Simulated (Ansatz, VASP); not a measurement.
## One calculation of AsAu, two programs

```xyz
2
Lattice="0.0000 2.9396 2.9396 2.9396 0.0000 2.9396 2.9396 2.9396 0.0000" Properties=species:S:1:pos:R:3 pbc="T T T"
Au    0.0000    0.0000    0.0000
As    1.4698    1.4698    1.4698
```

Change from the starting cell: volume scaled by 1.02, PAW files.

Alike in both runs: task electric field gradients; functional PBE; k mesh 11 × 11 × 11; occupations fermi-dirac, width 0.08 eV; no spin polarisation.

```csv
,VASP,Ansatz
version,VASP 6.6.1,Ansatz 0.2.0
potentials or method,"VASP PAW PBE potentials, release 64 (Au, As)","PAW with Ansatz's default frozen-core files, scalar-relativistic"
plane-wave cutoff (eV),520,420
valence electrons in the cell,16,34
```

|  | VASP | Ansatz | Ansatz less VASP |
| --- | --- | --- | --- |
| pressure (GPa) | -1.4 | -1.4 | +0.04 |

VASP's potentials hold 16 valence electrons a cell and Ansatz's 34, so a difference there can come from the potentials and not from the codes.

Spin-orbit coupling is off throughout.
